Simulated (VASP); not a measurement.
Write the native input for VASP 6.6.1 that does the following.

```
Task                   : single point
Functional             : PBEsol
Potentials or basis    : VASP PAW PBE potentials, release 64 (Ti_sv, O)
Cutoff                 : 520 eV
k mesh                 : 12 × 12 × 12
Occupations            : gaussian, width 0.15 eV
Spin                   : no spin polarisation
Dipole correction      : no
Further INCAR settings : ALGO = Normal; EDIFF = 1e-06; NBANDS = 36
```

The structure of TiO lies in POSCAR:

```
TiO
1.0
    4.0335084229      0.0504188553      0.0000000000
    0.0504188553      4.0335084229      0.0000000000
    0.0000000000      0.0000000000      4.0335084229
Ti O
3 3
Direct
    0.5000000000      0.5000000000      0.0000000000
    0.0000000000      0.5000000000      0.5000000000
    0.5000000000      0.0000000000      0.5000000000
    0.0000000000      0.5000000000      0.0000000000
    0.5000000000      0.0000000000      0.0000000000
    0.0000000000      0.0000000000      0.5000000000
```

This cell differs from its parent crystal: strain +0.0250 x Voigt [0, 0, 0, 0, 0, 1].

The input as run:

INCAR

```
SYSTEM = TiO
PREC = Accurate
ENCUT = 520
EDIFF = 1E-6
ISMEAR = 0
SIGMA = 0.15
LREAL = .FALSE.
LASPH = .TRUE.
NELM = 80
ALGO = Normal
ISIF = 2
LWAVE = .FALSE.
LCHARG = .TRUE.
GGA = PS
LELF = .TRUE.
LVHAR = .TRUE.
NBANDS = 36
```

KPOINTS

```
regular mesh
0
G
  12 12 12
  0 0 0
```

Potentials or basis: VASP PAW PBE potentials, release 64 (Ti_sv, O).

Run with:

```sh
$ cat potpaw_PBE.64/Ti_sv/POTCAR potpaw_PBE.64/O/POTCAR > POTCAR
$ mpirun -np 1 vasp_std > vasp.out
```

Results of the run:

```json
{
  "Pressure": "0.5 GPa",
  "Band gap on the k mesh": "zero (bands 27 and 28 overlap by 1.97 eV)"
}
```

Caveat: the cell differs from its parent crystal (strain +0.0250 x Voigt [0, 0, 0, 0, 0, 1]); the PAW data sets were made with another functional, which shifts forces and pressure a little; semilocal functionals often make such compounds metallic where correlation or magnetic order opens a gap, which also shifts bond lengths.

Wall time 5 min on 1 thread of Intel(R) Xeon(R) 6975P-C (Granite Rapids) (shared host), peak memory 0.58 GiB.
